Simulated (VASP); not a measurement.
PtSe2, 3 atoms in the cell. The cell holds a sheet with vacuum, 3 atoms: a = 3.730 Å, b = 3.730 Å, c = 20.620 Å, α = 90.00°, β = 90.00°, γ = 120.00°. 

```yaml
Program: VASP 6.6.1
Task: relaxation of the atoms
Functional: PBE
Potentials_or_basis: VASP PAW PBE potentials, release 64 (Se, Pt)
Cutoff: 520 eV
k_mesh: 12 × 12 × 1
Occupations: gaussian, width 0.01 eV
Spin: no spin polarisation
Dipole_correction: yes
Further_INCAR_settings: ALGO = Normal; EDIFF = 1e-06; IBRION = 2; EDIFFG = -0.003; NSW = 100
```

Potentials or basis: VASP PAW PBE potentials, release 64 (Se, Pt).

Launch:

```bash
$ cat potpaw_PBE.64/Se/POTCAR potpaw_PBE.64/Pt/POTCAR > POTCAR
$ mpirun -np 1 vasp_std > vasp.out
```

Hardware: 1 thread of Intel(R) Xeon(R) Platinum 8259CL CPU @ 2.50GHz (Skylake/Cascade Lake) (shared host).

Question: How long does it take, and how much memory?

Answer: Run time: 3 min on 1 thread of Intel(R) Xeon(R) Platinum 8259CL CPU @ 2.50GHz (Skylake/Cascade Lake) (shared host), peak memory 0.4 GiB. Counts: scf iterations 36, k points 19, ion steps 4.
